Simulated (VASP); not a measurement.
Here is a VASP 6.6.1 calculation.

POSCAR

```
NaH
1.0
    0.0000000000      2.4400000000      2.4400000000
    2.4400000000      0.0000000000      2.4400000000
    2.4400000000      2.4400000000      0.0000000000
Na H
1 1
Direct
    0.0000000000      0.0000000000      0.0000000000
    0.5000000000      0.5000000000      0.5000000000
```

Contents of INCAR.step1:

```
  PREC = Accurate
  ENCUT = 520
  EDIFF = 1E-5
  ISMEAR = -1
  SIGMA = 0.05
  LREAL = F
  LASPH = T
  NELM = 60
  ALGO = Normal
  ISIF = 2
  LWAVE = T
  GGA = PE
  NBANDS = 11
```

Contents of INCAR.step2:

```
  PREC = Accurate
  ENCUT = 520
  EDIFF = 1E-6
  ISMEAR = -1
  SIGMA = 0.05
  LREAL = F
  LASPH = T
  NELM = 60
  ALGO = Normal
  ISIF = 2
  LWAVE = F
  LCHARG = T
  GGA = PE
  LHFCALC = T
  HFSCREEN = 0.2079
  PRECFOCK = Normal
  LELF = T
  LVHAR = T
  ISTART = 1
  NBANDS = 11
```

The input KPOINTS:

```
regular mesh
0
Gamma
  6 6 6
```

Potentials or basis: VASP PAW PBE potentials, release 64 (Na_pv, H).

The run is started by

```bash
$ cat potpaw_PBE.64/Na_pv/POTCAR potpaw_PBE.64/H/POTCAR > POTCAR
$ cp INCAR.step1 INCAR
$ mpirun -np 1 vasp_std > vasp.out
$ cp INCAR.step2 INCAR
$ mpirun -np 1 vasp_std > vasp.out
```

**Question.** Estimate the pressure.

**Answer.** -1.0 GPa.

**Question.** Estimate the band gap on the k mesh.

**Answer.** 4.78 eV (least direct gap 5.67 eV).

Caveat: the PAW data sets were made with another functional, which shifts forces and pressure a little. A k mesh can miss the band edges.
